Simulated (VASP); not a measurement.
# Ge: relaxation of the atoms with PBEsol

The system is Ge.

```
Ge
1.0
     0.00000    2.72435    2.92427
     2.72435    0.00000    2.92427
     2.72435    2.72435    0.00000
Ge
2
Direct
  0.00000 0.00000 0.00000
  0.25000 0.25000 0.25000
```

This cell differs from its parent crystal: strained cell.

* Program: VASP 6.6.1
* Task: relaxation of the atoms
* Functional: PBEsol
* Potentials or basis: VASP PAW PBE potentials, release 64 (Ge_d)
* Cutoff: 450 eV
* k mesh: 12 × 12 × 12
* Occupations: gaussian, width 0.1 eV
* Spin: no spin polarisation
* Dipole correction: no
* Further INCAR settings: ALGO = Normal; EDIFF = 1e-07; IBRION = 2; EDIFFG = -0.002; NSW = 60

- Pressure after relaxing: 3.5 GPa
- Band gap on the k mesh: zero (bands 14 and 15 overlap by 0.06 eV)

Stress tensor (GPa, compression positive):
```
 5.48  0.00  0.00
 0.00  5.48  0.00
 0.00  0.00 -0.40
```

Final structure:
```xyz
2
Lattice="0.0000 2.7244 2.9243 2.7244 0.0000 2.9243 2.7244 2.7244 0.0000" Properties=species:S:1:pos:R:3 pbc="T T T"
Ge    0.0000    0.0000    0.0000
Ge    1.3622    1.3622    1.4621
```

Levels at points of the mesh, in eV from the Fermi level:
```csv
k point,band 10,band 11,band 12,band 13,band 14,band 15,band 16,band 17,band 18
"(0.00, 0.00, 0.00)",-24.66,-13.25,-0.54,0.07,0.07,0.20,2.33,2.33,2.67
"(0.50, 0.00, 0.00)",-24.63,-11.04,-7.96,-1.95,-1.25,0.02,3.49,3.85,6.91
"(0.50, 0.50, 0.00)",-24.61,-9.44,-9.44,-3.01,-3.01,0.89,0.89,9.65,9.65
"(0.50, 0.00, 0.50)",-24.63,-9.06,-9.06,-3.52,-3.52,0.29,0.29,9.40,9.40
```

It took 110 s on 1 thread of Intel Xeon 8259CL, on a shared host, peak memory 0.22 GiB.

Caveat: the cell differs from its parent crystal (strained cell); the relaxation stopped at its first step, so nothing moved; semilocal functionals underestimate gaps, so a narrow gap can read as zero; the PAW data sets were made with another functional, which shifts forces and pressure a little.
